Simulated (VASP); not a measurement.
# MoS2 (P-6m2) in VASP: further runs

Runs on MoS2. Level: PBE+D3(BJ). Tasks: single point.

All numbers are computed with VASP 6.6.1; they aren't measurements. Logs are shortened: lines on timing, memory, paths and dates and some standing lists are left out, and cuts for length are marked.

## 1. The cell of the first run

Symmetry: P-6m2, No. 187, hexagonal system. The conventional cell has a = 3.242 Å, b = 3.242 Å, c = 7.025 Å, α = 90.00°, β = 90.00°, γ = 120.00°. Mo (site symmetry -6m2) has 6 S at 2.50 Å and 6 Mo at 3.24 Å within 3.3 Å. S (site symmetry 3m) has 3 Mo at 2.50 Å and 7 S at 3.24 to 3.31 Å within 3.4 Å.

## 2. Single point, PBE+D3(BJ) (21.31 Å³/atom)

INCAR

```
ALGO = Normal
EDIFF = 1E-6
ENCUT = 500
GGA = PE
GGA_COMPAT = F
ISIF = 2
ISMEAR = 0
IVDW = 12
LASPH = T
LCHARG = F
LREAL = F
LWAVE = F
NBANDS = 20
NELM = 120
PREC = Accurate
SIGMA = 0.05
```

KPOINTS

```
k-points
0
Gamma
  12 12 6
```

POSCAR

```
MoS2
1.0
    3.2416917853      0.0000000000      0.0000000000
   -1.6208458927      2.8073874373      0.0000000000
    0.0000000000      0.0000000000      7.0247460987
Mo S
1 2
Direct
    0.0000000000      0.0000000000      0.0000000000
    0.3333333333      0.6666666667      0.2357940733
    0.3333333333      0.6666666667      0.7642059267
```

Potentials or basis: VASP PAW PBE potentials, release 64 (Mo_sv, S).

Command:

```sh
cat potpaw_PBE.64/Mo_sv/POTCAR potpaw_PBE.64/S/POTCAR > POTCAR
mpirun -np 1 vasp_std > vasp.out
```

OUTCAR:

```text
EDIFF = 1E-6
   ENCUT = 500
   GGA = PE
   ISIF = 2
   ISMEAR = 0
   IVDW = 12
   LASPH = T
   LREAL = F
   NELM = 120
   PREC = Accurate
 IVDW          = 12

 ion  position               nearest neighbor table
   1  0.000  0.000  0.000-   2 2.50   3 2.50   2 2.50   3 2.50   2 2.50   3 2.50
   2  0.333  0.667  0.236-   1 2.50   1 2.50   1 2.50
   3  0.333  0.667  0.764-   1 2.50   1 2.50   1 2.50

  LATTYP: Found a hexagonal cell.
 ALAT       =     3.2416917853
 C/A-ratio  =     2.1670000000

  Lattice vectors:

 A1 = (   3.2416917853,   0.0000000000,   0.0000000000)
 A2 = (  -1.6208458927,   2.8073874373,   0.0000000000)
 A3 = (   0.0000000000,   0.0000000000,   7.0247460987)

Analysis of symmetry for initial positions (statically):
=====================================================================
 Subroutine PRICEL returns:
 Original cell was already a primitive cell.

 Routine SETGRP: Setting up the symmetry group for a
 hexagonal supercell.

 Subroutine GETGRP returns: Found 12 space group operations
 (whereof 12 operations were pure point group operations)
 out of a pool of 24 trial point group operations.

The static configuration has the point symmetry D_3h.

Analysis of symmetry for dynamics (positions and initial velocities):
=====================================================================
 Subroutine PRICEL returns:
 Original cell was already a primitive cell.

 Routine SETGRP: Setting up the symmetry group for a
 hexagonal supercell.

 Subroutine GETGRP returns: Found 12 space group operations
 (whereof 12 operations were pure point group operations)
 out of a pool of 24 trial point group operations.

The dynamic configuration has the point symmetry D_3h.

 Subroutine INISYM returns: Found 12 space group operations
 (whereof 12 operations are pure point group operations),
 and found     1 'primitive' translations

----------------------------------------------------------------------------------------

                                     Primitive cell

  volume of cell :      63.9300

  direct lattice vectors                    reciprocal lattice vectors
     3.241691785  0.000000000  0.000000000     0.308480900  0.178101531  0.000000000
    -1.620845893  2.807387437  0.000000000     0.000000000  0.356203062  0.000000000
     0.000000000  0.000000000  7.024746099     0.000000000  0.000000000  0.142353899

  length of vectors
[... 82 lines left out ...]
   ENCUT  =  500.0 eV  36.75 Ry    6.06 a.u.   5.91  5.91 12.81*2*pi/ulx,y,z
   NELM   =    120;   NELMIN=  2; NELMDL= -5     # of ELM steps
   EDIFF  = 0.1E-05   stopping-criterion for ELM
   LREAL  =      F    real-space projection
   EDIFFG = 0.1E-04   stopping-criterion for IOM
   NSW    =      0    number of steps for IOM
   IBRION =     -1    ionic relax: 0-MD 1-quasi-New 2-CG
   NFREE  =      0    steps in history (QN), initial steepest desc. (CG)
   ISIF   =      2    stress and relaxation
   ISYM   =      2    0-nonsym 1-usesym 2-fastsym
   POTIM  = 0.5000    time-step for ionic-motion
   TEBEG  =    0.0;   TEEND  =   0.0 temperature during run
   PSTRESS=    0.0 pullay stress
   NELECT =      26.0000    total number of electrons
   NUPDOWN=      -1.0000    fix difference up-down
   EMIN   =  10.00;   EMAX   =-10.00  energy-range for DOS
   EFERMI =   0.00;   METHOD = LEGACY
   ISMEAR =     0;   SIGMA  =   0.05  broadening in eV -4-tet -1-fermi 0-gaus
   EFERMI_NEDOS =   21; number of points for ismear=-14 and -15
   IALGO  =     38    algorithm
   IMIX   =      4    mixing-type and parameters
     AMIX     =   0.40;   BMIX     =  1.00
     AMIX_MAG =   1.60;   BMIX_MAG =  1.00
  volume/ion in A,a.u.               =      21.31       143.81
  Fermi-wavevector in a.u.,A,eV,Ry     =   1.212917  2.292081 20.016448  1.471167
  Thomas-Fermi vector in A             =   2.348386
   LORBIT       =      0    0 simple, 1 ext, 2 COOP (PROOUT), +10 PAW based schemes
   GGA     = PE    functional components
   LHFCALC =     F    Hartree Fock is set to
   AEXX    =    0.0000 exact exchange contribution
   IVDW    =    12    specifies the selected vdW correction
   LEPSILON=     F    determine dielectric tensor
   LRPA    =     F    only Hartree local field effects (RPA)
 non-spin polarized calculation
 Gauss-broadening in eV      SIGMA  =   0.05
  energy-cutoff  :      500.00
  volume of cell :       63.93
 maximum number of plane-waves:      1638
 NGX is ok and might be reduce to    24
   NGX = 11   NGY = 11   NGZ = 25

 number of electron      26.0000000 magnetization

 Free energy of the ion-electron system (eV)
  ---------------------------------------------------
  ext. energy  EPLUGINS =         0.00000000
  ---------------------------------------------------
  free energy    TOTEN  =       -21.60146711 eV

  energy without entropy =      -21.60146711  energy(sigma->0) =      -21.60146711

 E-fermi :   5.1797     XC(G=0):  -9.7674

 val. band max:        4.9662095357   @ k =   0.0000   0.0000   0.5000
 cond. band min:       6.2501765163   @ k =   0.1667   0.1667   0.0000
 fundamental gap:      1.2839669806
 Fermi energy:         5.1797041227

 k-point     1 :       0.0000    0.0000    0.0000
  band No.  band energies     occupation
      1     -56.1753      2.00000
      2     -30.2548      2.00000
      3     -30.0877      2.00000
      4     -30.0877      2.00000
      5      -8.8225      2.00000
      6      -7.7412      2.00000
[... 541 lines left out ...]
     19      12.3015      0.00000
     20      13.2578      0.00000

 [... further k-points ...]

------------------------ aborting loop because EDIFF is reached ----------------------------------------

 Edisp (eV)   -1.06736

 E8    (eV) :    -0.4324

  FORCE on cell =-STRESS in cart. coord.  units (eV):
  Direction    XX          YY          ZZ          XY          YZ          ZX
  --------------------------------------------------------------------------------------
  -------------------------------------------------------------------------------------
  Total      -4.34005    -4.34005    -6.52761     0.00000     0.00000     0.00000
  in kB    -108.76777  -108.76777  -163.59133     0.00000     0.00000     0.00000
  external pressure =     -127.04 kB  Pullay stress =        0.00 kB

 VOLUME and BASIS-vectors are now :
 -----------------------------------------------------------------------------
  energy-cutoff  :      500.00
  volume of cell :       63.93
      direct lattice vectors                 reciprocal lattice vectors
     3.241691785  0.000000000  0.000000000     0.308480900  0.178101531  0.000000000
    -1.620845893  2.807387437  0.000000000     0.000000000  0.356203062  0.000000000
     0.000000000  0.000000000  7.024746099     0.000000000  0.000000000  0.142353899

 POSITION                                       TOTAL-FORCE (eV/Angst)
 -----------------------------------------------------------------------------------
      0.00000      0.00000      0.00000        -0.000000      0.000000      0.000000
     -0.00000      1.87159      1.65639         0.000000      0.000000     -1.847305
     -0.00000      1.87159      5.36835         0.000000      0.000000      1.847305
 -----------------------------------------------------------------------------------
    total drift:                                0.000000     -0.000000     -0.000000

  FREE ENERGIE OF THE ION-ELECTRON SYSTEM (eV)
  ---------------------------------------------------
  free  energy   TOTEN  =       -22.6688309730 eV

  energy  without entropy=      -22.6688309729  energy(sigma->0) =      -22.66883097
```

OSZICAR:

```text
N       E                     dE             d eps       ncg     rms          rms(c)
DAV:   1     0.175866482301E+03    0.17587E+03   -0.12911E+04  3128   0.117E+03
DAV:   2    -0.155664374023E+02   -0.19143E+03   -0.18639E+03  3704   0.301E+02
DAV:   3    -0.232244075810E+02   -0.76580E+01   -0.75737E+01  3748   0.558E+01
DAV:   4    -0.233265570389E+02   -0.10215E+00   -0.10209E+00  3828   0.681E+00
DAV:   5    -0.233284230972E+02   -0.18661E-02   -0.18660E-02  3840   0.875E-01    0.190E+01
DAV:   6    -0.223422812811E+02    0.98614E+00   -0.16141E+01  3264   0.218E+01    0.874E+00
DAV:   7    -0.217187052763E+02    0.62358E+00   -0.67851E+00  3172   0.135E+01    0.477E+00
DAV:   8    -0.216031125914E+02    0.11559E+00   -0.64519E-01  3468   0.464E+00    0.160E+00
DAV:   9    -0.216030177504E+02    0.94841E-04   -0.31782E-02  3544   0.106E+00    0.595E-01
DAV:  10    -0.216014622842E+02    0.15555E-02   -0.15918E-02  3464   0.800E-01    0.187E-01
DAV:  11    -0.216014309849E+02    0.31299E-04   -0.80605E-04  3444   0.190E-01    0.659E-02
DAV:  12    -0.216014255248E+02    0.54601E-05   -0.11870E-04  3552   0.673E-02    0.347E-02
DAV:  13    -0.216014655248E+02   -0.40000E-04   -0.11153E-04  3264   0.621E-02    0.154E-02
DAV:  14    -0.216014667940E+02   -0.12693E-05   -0.46920E-06  3856   0.135E-02    0.628E-03
DAV:  15    -0.216014671080E+02   -0.31401E-06   -0.21491E-06  2968   0.913E-03
   1 F= -.22668831E+02 E0= -.22668831E+02  d E =-.394308E-12
```

Wall time 84 s (1 thread of Intel Xeon 8259CL, shared host); peak memory 0.24 GiB.

Results:

- Free energy: -22.6688 eV
- Pressure: -12.7 GPa
- Largest force: 1.847 eV/Å
- Band gap on the k mesh: 1.28 eV (least direct gap 1.62 eV)
- Dispersion energy per atom: -0.356 eV

Forces in eV/Å, atoms in the order of the input:
```
Mo   0.000  0.000  0.000
S    0.000  0.000 -1.847
S    0.000  0.000  1.847
```

Stress tensor (GPa, compression positive):
```
-10.88   0.00   0.00
  0.00 -10.88   0.00
  0.00   0.00 -16.36
```

Caveat: the cell stands under tension; forces of over 1 eV/Å act on the atoms, so gaps and moduli don't describe the material at rest.

## 3. Single point, PBE+D3(BJ) (21.31 Å³/atom)

INCAR

```
SYSTEM = MoS2
ALGO = Normal
EDIFF = 1E-6
ENCUT = 500
GGA = PE
GGA_COMPAT = .FALSE.
ISIF = 2
ISMEAR = 0
IVDW = 12
LASPH = .TRUE.
LCHARG = .TRUE.
LELF = .TRUE.
LREAL = .FALSE.
LVHAR = .TRUE.
LWAVE = .FALSE.
NBANDS = 20
NELM = 120
PREC = Accurate
SIGMA = 0.05
```

KPOINTS

```
k-points
0
G
  12 12 6
  0 0 0
```

POSCAR

```
MoS2
1.0
    3.3295179380      0.0000000000      0.0000000000
   -1.6647589690      2.8834471166      0.0000000000
    0.0000000000      0.0000000000      6.6590358760
Mo S
1 2
Direct
    0.0000000000      0.0000000000      0.0000000000
    0.3333333333      0.6666666667      0.2357940733
    0.3333333333      0.6666666667      0.7642059267
```

Potentials or basis: VASP PAW PBE potentials, release 64 (Mo_sv, S).

Command:

```sh
cat potpaw_PBE.64/Mo_sv/POTCAR potpaw_PBE.64/S/POTCAR > POTCAR
mpirun -np 1 vasp_std > vasp.out
```

Wall time 67 s (1 thread of Intel Xeon 8259CL, shared host); peak memory 0.23 GiB.

It converged, with:

| Quantity | Value |
| --- | --- |
| Free energy | -22.6612 eV |
| Pressure | -12.0 GPa |
| Largest force | 0.997 eV/Å |
| Band gap on the k mesh | 0.61 eV (least direct gap 1.29 eV) |
| Dispersion energy per atom | -0.354 eV |

Forces on the atoms (eV/Å):
```
Mo   0.000  0.000  0.000
S    0.000  0.000 -0.997
S    0.000  0.000  0.997
```

Stress tensor (GPa, compression positive):
```
-14.04   0.00   0.00
  0.00 -14.04   0.00
  0.00   0.00  -7.87
```

Levels at points of the mesh, in eV from the valence-band top:
| k point | band 11 | band 12 | band 13 | band 14 | band 15 | band 16 |
| --- | --- | --- | --- | --- | --- | --- |
| (0.00, 0.00, 0.00) | -2.21 | -1.28 | -0.74 | 1.79 | 1.79 | 1.93 |
| (0.50, 0.00, 0.00) | -1.87 | -1.85 | -1.34 | 1.15 | 1.57 | 3.19 |
| (0.00, 0.00, 0.50) | -2.23 | -2.23 | 0.00 | 1.72 | 1.72 | 2.03 |
| (0.50, 0.00, 0.50) | -2.71 | -1.79 | -0.99 | 1.17 | 1.66 | 2.61 |

Caveat: the cell stands under tension. A k mesh can miss the band edges.

## 4. Single point, PBE+D3(BJ) (21.31 Å³/atom)

INCAR

```
SYSTEM = MoS2
PREC = Accurate ; ENCUT = 500
EDIFF = 1E-6 ; ISMEAR = 0
SIGMA = 0.05 ; LREAL = .FALSE.
LASPH = .TRUE. ; NELM = 120
ALGO = Normal ; ISIF = 2
LWAVE = .FALSE. ; LCHARG = .FALSE.
GGA = PE ; IVDW = 12
NBANDS = 20 ; GGA_COMPAT = .FALSE.
```

KPOINTS

```
Automatic mesh
0
G
  12 12 6
  0 0 0
```

POSCAR

```
MoS2
1.0
    3.2129390154      0.0000000000      0.0000000000
   -1.6064695077      2.7824868081      0.0000000000
    0.0000000000      0.0000000000      7.1510383666
Mo S
1 2
Direct
    0.0000000000      0.0000000000      0.0000000000
    0.3333333333      0.6666666667      0.2357940733
    0.3333333333      0.6666666667      0.7642059267
```

Command:

```sh
cat potpaw_PBE.64/Mo_sv/POTCAR potpaw_PBE.64/S/POTCAR > POTCAR
mpirun -np 1 vasp_std > vasp.out
```

It took 78 s on 1 thread of Intel Xeon 8259CL, shared host; peak memory 0.24 GiB.

The run converged. Its results:

- Free energy: -22.6159 eV
- Pressure: -12.9 GPa
- Largest force: 2.120 eV/Å
- Band gap on the k mesh: 1.26 eV (least direct gap 1.73 eV)
- Dispersion energy per atom: -0.357 eV

Forces on the atoms (eV/Å):
```
Mo   0.000  0.000  0.000
S    0.000  0.000 -2.120
S    0.000  0.000  2.120
```

Stress tensor (GPa, compression positive):
```
 -9.72   0.00   0.00
  0.00  -9.72   0.00
  0.00   0.00 -19.14
```

Levels at points of the mesh, in eV from the valence-band top:
| k point | band 9 | band 10 | band 11 | band 12 | band 13 | band 14 | band 15 | band 16 | band 17 | band 18 |
| --- | --- | --- | --- | --- | --- | --- | --- | --- | --- | --- |
| (0.00, 0.00, 0.00) | -2.07 | -1.52 | -1.12 | -1.12 | -0.69 | 2.47 | 2.47 | 2.52 | 2.52 | 5.59 |
| (0.50, 0.00, 0.00) | -3.94 | -2.70 | -1.91 | -0.86 | -0.80 | 2.12 | 2.38 | 3.61 | 3.66 | 5.42 |
| (0.00, 0.00, 0.50) | -2.06 | -2.06 | -1.13 | -1.13 | -0.12 | 2.48 | 2.48 | 2.52 | 2.52 | 6.16 |
| (0.50, 0.00, 0.50) | -3.68 | -2.71 | -2.42 | -0.76 | -0.59 | 2.12 | 2.53 | 3.14 | 3.56 | 6.40 |

Caveat: the cell stands under tension; forces of over 1 eV/Å act on the atoms, so gaps and moduli don't describe the material at rest.

[end of part 1 of 2]
